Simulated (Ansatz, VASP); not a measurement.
One calculation of In2S, two programs

File INCAR:

```
SYSTEM = In2S
PREC = Accurate
ENCUT = 600
EDIFF = 1E-6
ISMEAR = 0
SIGMA = 0.1
LREAL = .False.
LASPH = .True.
NELM = 100
ALGO = Normal
ISIF = 3
LWAVE = .False.
LCHARG = .False.
GGA = PE
IBRION = 2
NSW = 90
EDIFFG = -0.04
```

File KPOINTS:

```
Automatic mesh
0
Gamma
  6 6 4
  0 0 0
```

POSCAR

```
In2S
1.0
    4.7055464800      0.0000000000      0.0000000000
   -2.3527732400      4.0751227900      0.0000000000
    0.0000000000      0.0000000000      4.5157538500
In S
2 1
Direct
    0.3333333300      0.6666666700      0.4471106700
    0.6666666700      0.3333333300      0.4471106700
    0.0000000000      0.0000000000      0.7276843900
```

Input for Ansatz:

```yaml
crystal:
  lattice:
    - [4.70554648, 0.0, 0.0]
    - [-2.35277324, 4.07512279, 0.0]
    - [0.0, 0.0, 4.51575385]
  atoms:
    - { symbol: In, position: [0.33333333, 0.66666667, 0.44711067] }
    - { symbol: In, position: [0.66666667, 0.33333333, 0.44711067] }
    - { symbol: S, position: [0.0, 0.0, 0.72768439] }
basis:
  ecutwfc: 420
kpoints:
  mp_grid: { grid: [6, 6, 4] }
hamiltonian:
  xc: pbe
scf:
  occupations: { method: gaussian, width: 0.1 }
  lower_state_search: "off"
output:
  forces: true
  stress: true
  eigenvalues: true
relax:
  adjacent_minimum: "off"
  f_tol: 0.04
  max_steps: 70
  cell: { stress_tol: 0.4 }
```

Alike in both runs: task relaxation of cell and atoms; functional PBE; k mesh 6 × 6 × 4; occupations gaussian, width 0.1 eV; no spin polarisation.

```csv
,VASP,Ansatz
version,VASP 6.6.1,Ansatz 0.2.0
potentials or method,"VASP PAW PBE potentials, release 64 (In_d, S), cutoff 600 eV","scalar-relativistic, plane waves, PAW"
valence electrons in the cell,32,32
```

|  | VASP | Ansatz | Ansatz less VASP |
| --- | --- | --- | --- |
| gap on the k mesh at the Fermi level, each at its own relaxed structure (eV) | none | none | - |
| relaxed volume (Å³/atom) | 27.44 | 27.67 | +0.229 |
| relaxed cell length with the largest relative difference (Å) | 3.770 | 3.808 | +0.0375 |

A gap of «none» marks a metal or a gap that the smearing closes.
